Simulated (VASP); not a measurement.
Here is a VASP 6.6.1 calculation.

INCAR

```
ALGO     = Normal         # electronic algorithm
EDIFF    = 1E-6           # SCF threshold, eV
ENCUT    = 500            # plane-wave cutoff, eV
GGA      = PE             # functional
GGA_COMPAT= F            
ISIF     = 2              # what is computed and relaxed
ISMEAR   = 0              # smearing method
LASPH    = T              # aspherical terms in the spheres
LCHARG   = F              # write CHGCAR
LMAXMIX  = 4              # l up to which the mixer works
LORBIT   = 11             # projections on sites
LORBMOM  = T            
LREAL    = F              # projectors in reciprocal space
LSORBIT  = T              # spin-orbit coupling
LWAVE    = F              # write WAVECAR
MAGMOM   = 0 0 0 0 0 0    # initial moments
NBANDS   = 30             # bands
NELM     = 200            # most SCF steps
PREC     = Accurate       # precision mode
SIGMA    = 0.01           # smearing width, eV
```

The input KPOINTS:

```
k-points
0
Gamma
  6 6 6
```

Contents of POSCAR:

```
AgI
1.0
    0.0000000000      3.2886327781      3.2886327781
    3.2886327781      0.0000000000      3.2886327781
    3.2886327781      3.2886327781      0.0000000000
Ag I
1 1
Direct
    0.0000000000      0.0000000000      0.0000000000
    0.2500000000      0.2500000000      0.2500000000
```

Potentials or basis: VASP PAW PBE potentials, release 64 (Ag, I).

Run with:

```console
$ cat potpaw_PBE.64/Ag/POTCAR potpaw_PBE.64/I/POTCAR > POTCAR
$ mpirun -np 1 vasp_ncl > vasp.out
```

Question: What does it give for the net moment?

Answer: 0.00 μB per cell.

Question: Predict the pressure.

Answer: 0.6 GPa.

Moments on the atoms (μB; x, y, z):
```
Ag  0.00 0.00 0.00
I   0.00 0.00 0.00
```
